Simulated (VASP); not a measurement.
Wanted: the native input for a VASP 6.6.1 run.

```
Task                   : single point
Functional             : LDA
Potentials or basis    : VASP PAW LDA potentials, release 64 (I)
Cutoff                 : 500 eV
k mesh                 : 5 × 5 × 5
Occupations            : methfessel-paxton, width 0.15 eV
Spin                   : no spin polarisation
Dipole correction      : no
Further INCAR settings : ALGO = Normal; EDIFF = 1e-06; NBANDS = 10
```

The structure of I lies in POSCAR:

```
I
1.0
   -2.0926900000      2.0924600000      2.0829100000
    2.1425400000     -2.0667600000      2.1070600000
    2.0727700000      2.0468400000     -2.0572100000
I
1
Direct
    0.0000000000      0.0000000000      0.0000000000
```

One way to write it, as run:

INCAR

```
  ALGO = Normal
  EDIFF = 1E-6
  ENCUT = 500
  GGA_COMPAT = F
  ISIF = 2
  ISMEAR = 1
  LASPH = T
  LCHARG = F
  LREAL = F
  LWAVE = F
  NBANDS = 10
  NELM = 120
  PREC = Accurate
  SIGMA = 0.15
```

KPOINTS

```
k-points
0
Gamma
  5 5 5
```

Potentials or basis: VASP PAW LDA potentials, release 64 (I).

Run with:

```sh
$ cat potpaw_LDA.64/I/POTCAR > POTCAR
$ mpirun -np 1 vasp_std > vasp.out
```

It gave:

| Quantity | Value |
| --- | --- |
| Pressure | -4.2 GPa |

Caveat: the k points lie up to 0.43 Å⁻¹ apart; an odd number of electrons without spin polarisation forces a metal; a magnetic or distorted state may lie lower.

Wall time 6.1 s on 1 thread of Intel(R) Xeon(R) 6975P-C (Granite Rapids), with other jobs on the host, peak memory 0.15 GiB.
